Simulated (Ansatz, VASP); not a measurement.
## ZnS: VASP beside Ansatz

INCAR

```
PREC = Accurate
ENCUT = 520
EDIFF = 1E-7
ISMEAR = 0
SIGMA = 0.05
LREAL = False
LASPH = True
NELM = 60
ALGO = Normal
ISIF = 2
LWAVE = False
LCHARG = False
GGA = PE
NBANDS = 46
```

Contents of KPOINTS:

```
regular mesh
0
Gamma
  12 12 2
```

File POSCAR:

```
ZnS
1.0
    3.8467234474      0.0000000000      0.0000000000
   -1.9233617237      3.3313602268      0.0000000000
    0.0000000000      0.0000000000     12.5902250312
Zn S
4 4
Direct
    0.0000000000      0.0000000000      0.0119643522
    0.0000000000      0.0000000000      0.5119643522
    0.3333333333      0.6666666667      0.2381341429
    0.6666666667      0.3333333333      0.7381341429
    0.0000000000      0.0000000000      0.1900567828
    0.0000000000      0.0000000000      0.6900567828
    0.3333333333      0.6666666667      0.4348201589
    0.6666666667      0.3333333333      0.9348201589
```

Input for Ansatz:

```yaml
crystal:
  lattice:
    - [3.8467234474, 0.0, 0.0]
    - [-1.9233617237, 3.3313602268, 0.0]
    - [0.0, 0.0, 12.5902250312]
  atoms:
    - { symbol: Zn, position: [0.0, 0.0, 0.0119643522] }
    - { symbol: Zn, position: [0.0, 0.0, 0.5119643522] }
    - { symbol: Zn, position: [0.3333333333, 0.6666666667, 0.2381341429] }
    - { symbol: Zn, position: [0.6666666667, 0.3333333333, 0.7381341429] }
    - { symbol: S, position: [0.0, 0.0, 0.1900567828] }
    - { symbol: S, position: [0.0, 0.0, 0.6900567828] }
    - { symbol: S, position: [0.3333333333, 0.6666666667, 0.4348201589] }
    - { symbol: S, position: [0.6666666667, 0.3333333333, 0.9348201589] }
basis:
  ecutwfc: 420
kpoints:
  mp_grid: { grid: [12, 12, 2] }
hamiltonian:
  xc: pbe
scf:
  occupations: { method: gaussian, width: 0.05 }
output:
  forces: true
  stress: true
  eigenvalues: true
```

Change from the starting cell: mode 12 (188.4 1/cm) frozen in, largest displacement +0.150 Å.

Alike in both runs: task single point; functional PBE; k mesh 12 × 12 × 2; occupations gaussian, width 0.05 eV; no spin polarisation.

|  | VASP | Ansatz |
| --- | --- | --- |
| version | VASP 6.6.1 | Ansatz 0.2.0 |
| potentials or method | VASP PAW PBE potentials, release 64 (Zn, S), cutoff 520 eV | scalar-relativistic, plane waves, PAW |
| valence electrons in the cell | 72 | 72 |

VASP gave:

| Property | Result |
| --- | --- |
| gap on the k mesh at the Fermi level (eV) | 1.70 |
| least direct gap on the mesh (eV) | 1.70 |
| pressure (GPa) | 0.6 |
| traceless stress, the component that is largest in VASP (GPa) | 0.21 |
| rms of the force components (eV/Å) | 0.548 |

Task: What did Ansatz give for the same quantities?

Result: gap on the k mesh at the Fermi level (eV): 1.70; least direct gap on the mesh (eV): 1.70; pressure (GPa): 0.4; traceless stress, the component that is largest in VASP (GPa): 0.22; rms of the force components (eV/Å): 0.543.

Atom by atom the forces differ by 0.005 eV/Å (rms over components).
